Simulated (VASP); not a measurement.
Wanted: the native input for a VASP 6.6.1 run.

```
Task                   : single point
Functional             : PBE
Potentials or basis    : VASP PAW PBE potentials, release 64 (Pt)
Cutoff                 : 520 eV
k mesh                 : 13 × 13 × 13
Occupations            : fermi-dirac, width 0.05 eV
Spin                   : collinear spin, ferromagnetic start
Starting moments       : [1.0] μB
Dipole correction      : no
Further INCAR settings : ALGO = Normal; EDIFF = 1e-07; NBANDS = 15
```

The structure of Pt lies in POSCAR:

```
Pt
1.0
    2.6591385987      0.0000000000      0.0000000000
    0.0000000000      2.6591385987      0.0000000000
    0.0000000000      0.0000000000      2.6591385987
Pt
1
Direct
    0.0000000000      0.0000000000      0.0000000000
```

This cell differs from its parent crystal: volume scaled by 1.04.

The input as run:

INCAR

```
PREC = Accurate
ENCUT = 520
EDIFF = 1E-7
ISMEAR = -1
SIGMA = 0.05
LREAL = False
LASPH = True
NELM = 150
ALGO = Normal
ISIF = 2
LWAVE = False
LCHARG = True
ISPIN = 2
MAGMOM = 1
LORBIT = 11
LMAXMIX = 4
GGA = PE
LELF = True
LVHAR = True
NBANDS = 15
```

KPOINTS

```
regular mesh
0
Gamma
  13 13 13
```

Potentials or basis: VASP PAW PBE potentials, release 64 (Pt).

Run with:

```sh
$ cat potpaw_PBE.64/Pt/POTCAR > POTCAR
$ mpirun -np 1 vasp_std > vasp.out
```

It gave:

```json
{"Pressure": "-6.9 GPa", "Band gap on the k mesh": "zero (filled and empty bands overlap)", "Net moment": "0.00 μB per cell", "Valence electrons inside the program's atomic spheres": "Pt 9.13"}
```

Caveat: spin-orbit coupling is left out, which moves the levels of the heavy elements.

It took 23 s on 1 thread of Intel(R) Xeon(R) Platinum 8488C (Sapphire Rapids), on a shared host, peak memory 0.15 GiB.
